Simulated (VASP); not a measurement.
Set up this calculation in VASP 6.6.1, as the native input.

```yaml
Task: single point
Functional: PBE
Potentials_or_basis: VASP PAW PBE potentials, release 64 (Si, C)
Cutoff: 520 eV
k_mesh: 8 × 6 × 1
Occupations: fermi-dirac, width 0.02 eV
Spin: no spin polarisation
Dipole_correction: yes
Further_INCAR_settings: ALGO = Normal; EDIFF = 1e-07; NBANDS = 21
```

The structure of SiC (SiC (110), 3 layers) lies in POSCAR:

```
SiC
1.0
    3.0969261021      0.0000000000      0.0000000000
    0.0000000000      4.3797148953      0.0000000000
    0.0000000000      0.0000000000     19.0969000000
Si C
3 3
Direct
    0.2500000000      0.1250000000      0.4189154758
    0.7500000000      0.6250000000      0.5000000000
    0.2500000000      0.1250000000      0.5810845242
    0.7500000000      0.8750000000      0.4189154758
    0.2500000000      0.3750000000      0.5000000000
    0.7500000000      0.8750000000      0.5810845242
```

These files were run (other wordings do the same):

INCAR

```
ALGO = Normal
DIPOL = 0.5 0.5 0.500
EDIFF = 1E-7
ENCUT = 520
GGA = PE
IDIPOL = 3
ISIF = 2
ISMEAR = -1
LASPH = True
LCHARG = True
LDIPOL = True
LELF = True
LREAL = False
LVACPOTAV = True
LVHAR = True
LWAVE = False
NBANDS = 21
NELM = 80
PREC = Accurate
SIGMA = 0.02
```

KPOINTS

```
k-points
0
Gamma
  8 6 1
```

Potentials or basis: VASP PAW PBE potentials, release 64 (Si, C).

Command:

```console
$ cat potpaw_PBE.64/Si/POTCAR potpaw_PBE.64/C/POTCAR > POTCAR
$ mpirun -np 1 vasp_std > vasp.out
```

Results of the run:

```
Largest force          : 2.915 eV/Å
Band gap on the k mesh : zero (band 12 reaches -1.74 eV, above the bottom of band 13 at -1.83 eV)
```

Run time: 3.4 min on 1 thread of AMD EPYC 7R13 Processor (Zen 3) (shared host), peak memory 0.35 GiB.
